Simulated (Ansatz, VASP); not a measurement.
Two plane-wave programs on Cu

```
Cu
1.0
     2.69196    0.00000    0.00000
    -1.34598    2.33131    0.00000
     0.00000    0.00000    3.89688
Cu
2
Direct
  0.33333 0.66667 0.25000
  0.66667 0.33333 0.75000
```

Alike in both runs: task single point; functional PBEsol; k mesh 24 × 24 × 12; occupations gaussian, width 0.15 eV; no spin polarisation.

|  | VASP | Ansatz |
| --- | --- | --- |
| version | VASP 6.6.1 | Ansatz 0.2.0 |
| potentials or method | VASP PAW PBE potentials, release 64 (Cu), cutoff 520 eV | scalar-relativistic, plane waves, PAW |
| valence electrons in the cell | 22 | 38 |

|  | VASP | Ansatz | Ansatz less VASP |
| --- | --- | --- | --- |
| gap on the k mesh at the Fermi level (eV) | none | none | - |
| pressure (GPa) | -7.8 | -8.4 | -0.64 |
| traceless stress, the component that is largest in VASP (GPa) | 9.93 | 9.99 | +0.061 |

VASP's potentials were made for PBE, not for PBEsol. A gap of «none» marks a metal or a gap that the smearing closes. VASP's potentials hold 22 valence electrons a cell and Ansatz's 38, so a difference there can come from the potentials and not from the codes.
